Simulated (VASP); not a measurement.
Mg3CdTe4: single point with PBE

The system is Mg3CdTe4.

```
Mg Cd Te
1.0
     4.62763    0.00000    0.00000
    -2.31381    4.00764    0.00000
     0.00000    0.00000   15.07170
Mg Cd Te
3 1 4
Direct
  0.66667 0.33333 0.49577
  0.66667 0.33333 0.99993
  0.00000 0.00000 0.24813
  0.00000 0.00000 0.74992
  0.66667 0.33333 0.18740
  0.66667 0.33333 0.68338
  0.00000 0.00000 0.43545
  0.00000 0.00000 0.94003
```

| Property | Result |
| --- | --- |
| Program | VASP 6.6.1 |
| Task | single point |
| Functional | PBE |
| Potentials or basis | VASP PAW PBE potentials, release 64 (Mg, Cd, Te) |
| Cutoff | 520 eV |
| k mesh | 3 × 3 × 1 |
| Occupations | gaussian, width 0.1 eV |
| Spin | no spin polarisation |
| Dipole correction | no |
| Further INCAR settings | ALGO = Normal; EDIFF = 1e-06; NBANDS = 31 |

The pressure is 0.3 GPa. The largest force is 0.092 eV/Å and the band gap on the k mesh is 1.56 eV, direct.

Forces on the atoms (eV/Å):
```
Mg   0.000  0.000  0.019
Mg   0.000  0.000  0.001
Mg   0.000  0.000  0.010
Cd   0.000  0.000  0.046
Te   0.000  0.000 -0.002
Te   0.000  0.000 -0.092
Te   0.000  0.000 -0.005
Te   0.000  0.000  0.024
```

Stress tensor (GPa, compression positive):
```
 0.54  0.00  0.00
 0.00  0.54  0.00
 0.00  0.00 -0.22
```

Levels at points of the mesh, in eV from the valence-band top:
```tsv
k point	band 18	band 19	band 20	band 21	band 22	band 23	band 24	band 25
(0.00, 0.00, 0.00)	-0.48	-0.19	0.00	0.00	1.56	2.40	2.80	2.99
```

It took 31 s on 1 thread of Intel(R) Xeon(R) 6975P-C (Granite Rapids), on a shared host, peak memory 0.37 GiB.

Caveat: the k points lie up to 0.52 Å⁻¹ apart; spin-orbit coupling is left out, which moves the levels of the heavy elements.
